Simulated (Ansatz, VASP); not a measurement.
# Cd in VASP and in Ansatz

```
Cd
1.0
     2.97887    0.00000    0.00000
    -1.48944    2.57978    0.00000
     0.00000    0.00000    5.61765
Cd
2
Direct
  0.33333 0.66667 0.25000
  0.66667 0.33333 0.75000
```

Alike in both runs: task relaxation of cell and atoms; functional PBEsol; k mesh 14 × 14 × 6; occupations fermi-dirac, width 0.1 eV; no spin polarisation.

|  | VASP | Ansatz |
| --- | --- | --- |
| version | VASP 6.6.1 | Ansatz 0.2.0 |
| potentials or method | VASP PAW PBE potentials, release 64 (Cd) | PAW with Ansatz's default frozen-core files, scalar-relativistic |
| plane-wave cutoff (eV) | 600 | 420 |
| valence electrons in the cell | 24 | 40 |

|  | VASP | Ansatz | Ansatz less VASP |
| --- | --- | --- | --- |
| relaxed volume (Å³/atom) | 21.17 | 21.22 | +0.045 |
| relaxed length of the cell vector where the two differ most in proportion (Å) | 5.593 | 5.675 | +0.0817 |

VASP's potentials were made for PBE, not for PBEsol. VASP's potentials hold 24 valence electrons a cell and Ansatz's 40, so a difference there can come from the potentials and not from the codes.
